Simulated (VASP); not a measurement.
Set up this calculation in VASP 6.6.1, as the native input.

| Item | Value |
| --- | --- |
| Task | single point |
| Functional | PBE |
| Potentials or basis | VASP PAW PBE potentials, release 64 (W_sv, Se) |
| Cutoff | 500 eV |
| k mesh | 9 × 9 × 2 |
| Occupations | gaussian, width 0.02 eV |
| Spin | no spin polarisation |
| Dipole correction | no |
| Further INCAR settings | ALGO = Normal; EDIFF = 1e-06; NBANDS = 20 |

The structure of WSe2 lies in POSCAR:

```
WSe2
1.0
    3.3526432203      0.0000000000      0.0000000000
   -1.6763216102      2.9034741986      0.0000000000
    0.0000000000      0.0000000000     16.3326423171
W Se
1 2
Direct
    0.0000000000      0.0000000000      0.0000000000
    0.3333333300      0.6666666700      0.1181670939
    0.3333333300      0.6666666700      0.8818329061
```

This cell differs from its parent crystal: strained.

The input as run:

INCAR

```
SYSTEM = WSe2
  PREC = Accurate
  ENCUT = 500
  EDIFF = 1E-6
  ISMEAR = 0
  SIGMA = 0.02
  LREAL = .False.
  LASPH = .True.
  NELM = 120
  ALGO = Normal
  ISIF = 2
  LWAVE = .False.
  LCHARG = .False.
  GGA = PE
  NBANDS = 20
  GGA_COMPAT = .False.
```

KPOINTS

```
Automatic mesh
0
Gamma
  9 9 2
  0 0 0
```

Potentials or basis: VASP PAW PBE potentials, release 64 (W_sv, Se).

The run is started by

```bash
$ cat potpaw_PBE.64/W_sv/POTCAR potpaw_PBE.64/Se/POTCAR > POTCAR
$ mpirun -np 1 vasp_std > vasp.out
```

Results of the run:

```yaml
Largest_force: 3.093 eV/Å
Band_gap_on_the_k_mesh: 1.04 eV (least direct gap 1.61 eV)
```

Caveat: the cell differs from its parent crystal (strained); there is no dipole correction, which matters where the two faces differ; spin-orbit coupling is left out, which moves the levels of the heavy elements.

Run time: 100 s on 1 thread of Oxide Virtual Turin-like Processor, with other jobs on the host, peak memory 0.24 GiB.
